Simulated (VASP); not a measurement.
Input of a VASP 6.6.1 run:

Contents of INCAR:

```
SYSTEM = Tl
PREC = Accurate ; ENCUT = 520
EDIFF = 1E-6 ; ISMEAR = 0
SIGMA = 0.1 ; LREAL = .FALSE.
LASPH = .TRUE. ; NELM = 100
ALGO = Normal ; ISIF = 2
LWAVE = .FALSE. ; LCHARG = .FALSE.
GGA = PE ; NBANDS = 12
```

The input KPOINTS:

```
Automatic mesh
0
G
  16 16 16
  0 0 0
```

POSCAR

```
Tl
1.0
   -1.9720560000      1.9720560000      1.9720560000
    1.9720560000     -1.9720560000      1.9720560000
    1.9720560000      1.9720560000     -1.9720560000
Tl
1
Direct
    0.0000000000      0.0000000000      0.0000000000
```

Potentials or basis: VASP PAW PBE potentials, release 64 (Tl_d).

Command:

```console
$ cat potpaw_PBE.64/Tl_d/POTCAR > POTCAR
$ mpirun -np 1 vasp_std > vasp.out
```

(1) Estimate the pressure.

(2) What does it give for the band gap on the k mesh?

Answers

(1) 0.6 GPa.

(2) zero (an odd number of electrons rules out a gap without spin polarisation).

Caveat: the cell differs from its parent crystal (strained); spin-orbit coupling is left out, which moves the levels of the heavy elements.
